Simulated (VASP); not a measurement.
# Ir (P6_3/mmc) in VASP: a series of runs

Ir is run at these levels: LDA; tasks: single point.

Everything below comes from runs of VASP 6.6.1. Logs are shortened: lines on timing, memory, paths and dates and some standing lists are left out, and cuts for length are marked.

### 1 The cell of the first run

Symmetry: P6_3/mmc, No. 194, hexagonal system. The conventional cell has a = 2.651 Å, b = 2.651 Å, c = 4.503 Å, α = 90.00°, β = 90.00°, γ = 120.00°. Within 3.5 Å of Ir (site symmetry -6m2) lie 12 Ir at 2.65 to 2.72 Å.

### 2 Single point, LDA

INCAR reads:

```
SYSTEM = Ir
PREC = Accurate
ENCUT = 500
EDIFF = 1E-6
ISMEAR = 0
SIGMA = 0.15
LREAL = .False.
LASPH = .True.
NELM = 120
ALGO = Normal
ISIF = 2
LWAVE = .False.
LCHARG = .False.
NBANDS = 16
GGA_COMPAT = .False.
```

KPOINTS reads:

```
Automatic mesh
0
Gamma
  18 18 10
  0 0 0
```

POSCAR reads:

```
Ir
1.0
    2.6512000000      0.0000000000      0.0000000000
   -1.3256000000      2.2960065505      0.0000000000
    0.0000000000      0.0000000000      4.5032000000
Ir
2
Direct
    0.6666666667      0.3333333333      0.7500000000
    0.3333333333      0.6666666667      0.2500000000
```

Potentials or basis: VASP PAW LDA potentials, release 64 (Ir).

Launch:

```sh
$ cat potpaw_LDA.64/Ir/POTCAR > POTCAR
$ mpirun -np 1 vasp_std > vasp.out
```

OUTCAR:

```text
SYSTEM = Ir
   PREC = Accurate
   ENCUT = 500
   EDIFF = 1E-6
   ISMEAR = 0
   LREAL = .False.
   LASPH = .True.
   NELM = 120
   ISIF = 2

 ion  position               nearest neighbor table
   1  0.667  0.333  0.750-   2 2.72   2 2.72   2 2.72   2 2.72   2 2.72   2 2.72
   2  0.333  0.667  0.250-   1 2.72   1 2.72   1 2.72   1 2.72   1 2.72   1 2.72

  LATTYP: Found a hexagonal cell.
 ALAT       =     2.6512000000
 C/A-ratio  =     1.6985515993

  Lattice vectors:

 A1 = (   2.6512000000,   0.0000000000,   0.0000000000)
 A2 = (  -1.3256000000,   2.2960065505,   0.0000000000)
 A3 = (   0.0000000000,   0.0000000000,   4.5032000000)

Analysis of symmetry for initial positions (statically):
=====================================================================
 Subroutine PRICEL returns:
 Original cell was already a primitive cell.

 Routine SETGRP: Setting up the symmetry group for a
 hexagonal supercell.

 Subroutine GETGRP returns: Found 24 space group operations
 (whereof 12 operations were pure point group operations)
 out of a pool of 24 trial point group operations.

The static configuration has the point symmetry D_3d.
 The point group associated with its full space group is D_6h.

Analysis of symmetry for dynamics (positions and initial velocities):
=====================================================================
 Subroutine PRICEL returns:
 Original cell was already a primitive cell.

 Routine SETGRP: Setting up the symmetry group for a
 hexagonal supercell.

 Subroutine GETGRP returns: Found 24 space group operations
 (whereof 12 operations were pure point group operations)
 out of a pool of 24 trial point group operations.

The dynamic configuration has the point symmetry D_3d.
 The point group associated with its full space group is D_6h.

 Subroutine INISYM returns: Found 24 space group operations
 (whereof 12 operations are pure point group operations),
 and found     1 'primitive' translations

----------------------------------------------------------------------------------------

                                     Primitive cell

  volume of cell :      27.4118

  direct lattice vectors                    reciprocal lattice vectors
     2.651200000  0.000000000  0.000000000     0.377187689  0.217769414  0.000000000
    -1.325600000  2.296006551  0.000000000     0.000000000  0.435538827  0.000000000
     0.000000000  0.000000000  4.503200000     0.000000000  0.000000000  0.222064310

  length of vectors
     2.651200000  2.651200000  4.503200000     0.435538827  0.435538827  0.222064310

  position of ions in fractional coordinates (direct lattice)
     0.666666667  0.333333333  0.750000000
     0.333333333  0.666666667  0.250000000

  ion indices of the primitive-cell ions
   primitive index   ion index
                 1           1
                 2           2

----------------------------------------------------------------------------------------

 KPOINTS: Automatic mesh

Automatic generation of k-mesh.
 Grid dimensions read from file:
 generate k-points for:   18   18   10

 Generating k-lattice:

  Cartesian coordinates                     Fractional coordinates (reciprocal lattice)
     0.020954872  0.012098301  0.000000000     0.055555556 -0.000000000  0.000000000
     0.000000000  0.024196602  0.000000000     0.000000000  0.055555556  0.000000000
     0.000000000  0.000000000  0.022206431     0.000000000  0.000000000  0.100000000

  Length of vectors
     0.024196602  0.024196602  0.022206431

  Shift w.r.t. Gamma in fractional coordinates (k-lattice)
     0.000000000  0.000000000  0.000000000

 Subroutine IBZKPT returns following result:
 ===========================================

 Found    222 irreducible k-points:

 Following reciprocal coordinates:
            Coordinates               Weight
  0.000000  0.000000  0.000000      1.000000
  0.055556 -0.000000  0.000000      6.000000
  0.111111 -0.000000  0.000000      6.000000
  0.166667  0.000000  0.000000      6.000000
  0.222222  0.000000  0.000000      6.000000
  0.277778  0.000000  0.000000      6.000000
[... 16 lines left out ...]
  0.333333  0.111111  0.000000     12.000000
  0.388889  0.111111  0.000000     12.000000
 [... further k-points ...]
   k-points           NKPTS =    222   k-points in BZ     NKDIM =    222   number of bands    NBANDS=     16
   number of dos      NEDOS =    301   number of ions     NIONS =      2
   total plane-waves  NPLWV =  14400
   dimension x,y,z NGX =    20 NGY =   20 NGZ =   36
   dimension x,y,z NGXF=    40 NGYF=   40 NGZF=   72
   ions per type =               2
   NGX,Y,Z   is equivalent  to a cutoff of  12.54, 12.54, 13.29 a.u.
   NGXF,Y,Z  is equivalent  to a cutoff of  25.08, 25.08, 26.58 a.u.
 SYSTEM =  Ir
   PREC   = accura    normal or accurate (medium, high low for compatibility)
   ISTART =      0    job   : 0-new  1-cont  2-samecut
   ICHARG =      2    charge: 1-file 2-atom 10-const
   ISPIN  =      1    spin polarized calculation?
   LNONCOLLINEAR =      F non collinear calculations
   LSORBIT =      F    spin-orbit coupling
   LASPH  =      T    aspherical Exc in radial PAW
   ENCUT  =  500.0 eV  36.75 Ry    6.06 a.u.   4.83  4.83  8.21*2*pi/ulx,y,z
   NELM   =    120;   NELMIN=  2; NELMDL= -5     # of ELM steps
   EDIFF  = 0.1E-05   stopping-criterion for ELM
   LREAL  =      F    real-space projection
   EDIFFG = 0.1E-04   stopping-criterion for IOM
   NSW    =      0    number of steps for IOM
   IBRION =     -1    ionic relax: 0-MD 1-quasi-New 2-CG
   NFREE  =      0    steps in history (QN), initial steepest desc. (CG)
   ISIF   =      2    stress and relaxation
   ISYM   =      2    0-nonsym 1-usesym 2-fastsym
   POTIM  = 0.5000    time-step for ionic-motion
   TEBEG  =    0.0;   TEEND  =   0.0 temperature during run
   PSTRESS=    0.0 pullay stress
   NELECT =      18.0000    total number of electrons
   NUPDOWN=      -1.0000    fix difference up-down
   EMIN   =  10.00;   EMAX   =-10.00  energy-range for DOS
   EFERMI =   0.00;   METHOD = LEGACY
   ISMEAR =     0;   SIGMA  =   0.15  broadening in eV -4-tet -1-fermi 0-gaus
   EFERMI_NEDOS =   21; number of points for ismear=-14 and -15
   IALGO  =     38    algorithm
   IMIX   =      4    mixing-type and parameters
     AMIX     =   0.40;   BMIX     =  1.00
     AMIX_MAG =   1.60;   BMIX_MAG =  1.00
  volume/ion in A,a.u.               =      13.71        92.49
  Fermi-wavevector in a.u.,A,eV,Ry     =   1.422940  2.688967 27.548525  2.024759
  Thomas-Fermi vector in A             =   2.543591
   LORBIT       =      0    0 simple, 1 ext, 2 COOP (PROOUT), +10 PAW based schemes
   GGA     = CA    functional components
   LHFCALC =     F    Hartree Fock is set to
   AEXX    =    0.0000 exact exchange contribution
   IVDW    =     0    specifies the selected vdW correction
   LEPSILON=     F    determine dielectric tensor
   LRPA    =     F    only Hartree local field effects (RPA)
 non-spin polarized calculation
 Gauss-broadening in eV      SIGMA  =   0.15
  energy-cutoff  :      500.00
  volume of cell :       27.41
 maximum number of plane-waves:       714
 NGX is ok and might be reduce to    20
   NGX =  9   NGY =  9   NGZ = 17

 number of electron      17.9999999 magnetization

 Free energy of the ion-electron system (eV)
  ---------------------------------------------------
  ext. energy  EPLUGINS =         0.00000000
  ---------------------------------------------------
  free energy    TOTEN  =       -20.44150148 eV

  energy without entropy =      -20.41736366  energy(sigma->0) =      -20.42943257

 E-fermi :  10.9423     XC(G=0): -14.3206

 val. band max:       10.9369584528   @ k =   0.2222   0.1667   0.1000
 cond. band min:      10.9486044060   @ k =   0.2778   0.1667   0.4000
 fundamental gap:      0.0116459531
 Fermi energy:        10.9422869583

 k-point     1 :       0.0000    0.0000    0.0000
  band No.  band energies     occupation
      1      -0.5704      2.00000
      2       2.3252      2.00000
      3       6.3419      2.00000
      4       6.9444      2.00000
      5       6.9444      2.00000
      6       7.5309      2.00000
[... 8 lines left out ...]
     15      26.7291      0.00000
     16      28.3606      0.00000

 k-point     2 :       0.0556   -0.0000    0.0000
  band No.  band energies     occupation
      1      -0.4390      2.00000
      2       2.4499      2.00000
      3       6.3006      2.00000
      4       6.9568      2.00000
      5       7.0578      2.00000
      6       7.4502      2.00000
[... 8 lines left out ...]
     15      26.9293      0.00000
     16      28.6003      0.00000

 k-point     3 :       0.1111   -0.0000    0.0000
  band No.  band energies     occupation
      1      -0.0565      2.00000
      2       2.8000      2.00000
      3       6.1234      2.00000
      4       7.0273      2.00000
      5       7.3006      2.00000
      6       7.3932      2.00000
[... 8 lines left out ...]
     15      27.4684      0.00000
     16      29.2133      0.00000

 k-point     4 :       0.1667    0.0000    0.0000
  band No.  band energies     occupation
      1       0.5390      2.00000
      2       3.2819      2.00000
      3       5.8722      2.00000
      4       6.8122      2.00000
      5       6.8237      2.00000
      6       7.5653      2.00000
[... 8 lines left out ...]
     15      27.9719      0.00000
     16      29.4136      0.00000
[... 324 lines left out ...]
 k-point    22 :       0.2778    0.1111    0.0000
  band No.  band energies     occupation
      1       3.0192      2.00000
      2       3.8765      2.00000
      3       4.5070      2.00000
      4       5.8996      2.00000
      5       6.7980      2.00000
      6       6.9213      2.00000
[... 8 lines left out ...]
     15      23.9957      0.00000
     16      26.1690      0.00000

 k-point    23 :       0.3333    0.1111    0.0000
  band No.  band energies     occupation
      1       3.3658      2.00000
      2       3.6336      2.00000
      3       4.0985      2.00000
      4       6.3958      2.00000
      5       6.7126      2.00000
      6       7.3635      2.00000
[... 8 lines left out ...]
     15      22.6624      0.00000
     16      25.6241      0.00000

 k-point    24 :       0.3889    0.1111    0.0000
  band No.  band energies     occupation
      1       3.3982      2.00000
      2       3.5562      2.00000
      3       3.8479      2.00000
      4       6.7325      2.00000
      5       6.9246      2.00000
      6       7.0950      2.00000
[... 8 lines left out ...]
     15      21.5290      0.00000
     16      24.8083      0.00000

 [... further k-points ...]
[... 5 lines left out ...]
  --------------------------------------------------------------------------------------
  -------------------------------------------------------------------------------------
  Total        2.7591675      2.7591675     -0.6810269     -0.0000000      0.0000000      0.0000000
  in kB      161.2693359    161.2693359    -39.8050349     -0.0000000      0.0000000      0.0000000
  external PRESSURE =      94.2445456 kB  Pullay stress =       0.0000000 kB

 VOLUME and BASIS-vectors are now :
 -----------------------------------------------------------------------------
  energy-cutoff  :      500.00
  volume of cell :       27.41
      direct lattice vectors                 reciprocal lattice vectors
     2.651200000  0.000000000  0.000000000     0.377187689  0.217769414  0.000000000
    -1.325600000  2.296006551  0.000000000     0.000000000  0.435538827  0.000000000
     0.000000000  0.000000000  4.503200000     0.000000000  0.000000000  0.222064310

 POSITION                                       TOTAL-FORCE (eV/Angst)
 -----------------------------------------------------------------------------------
      1.32560      0.76534      3.37740         0.000000      0.000000      0.000000
     -0.00000      1.53067      1.12580         0.000000     -0.000000      0.000000
 -----------------------------------------------------------------------------------
    total drift:                                0.000000     -0.000000     -0.000000

  FREE ENERGIE OF THE ION-ELECTRON SYSTEM (eV)
  ---------------------------------------------------
  free  energy   TOTEN  =       -20.4415014756 eV

  energy  without entropy=      -20.4173636616  energy(sigma->0) =      -20.42943257
```

Run time: 49 s. Hardware: 1 thread of Intel Xeon Platinum 8488C (Sapphire Rapids), shared host; peak memory 0.19 GiB.

Results:

```
Free energy            : -20.4415 eV
Pressure               : 9.4 GPa
Band gap on the k mesh : zero (band 9 reaches 12.30 eV, above the bottom of band 10 at 8.47 eV)
```

Stress tensor (GPa, compression positive):
```
16.13  0.00  0.00
 0.00 16.13  0.00
 0.00  0.00 -3.98
```

Caveat: spin-orbit coupling is left out, which moves the levels of the heavy elements.

[end of part 1 of 3]
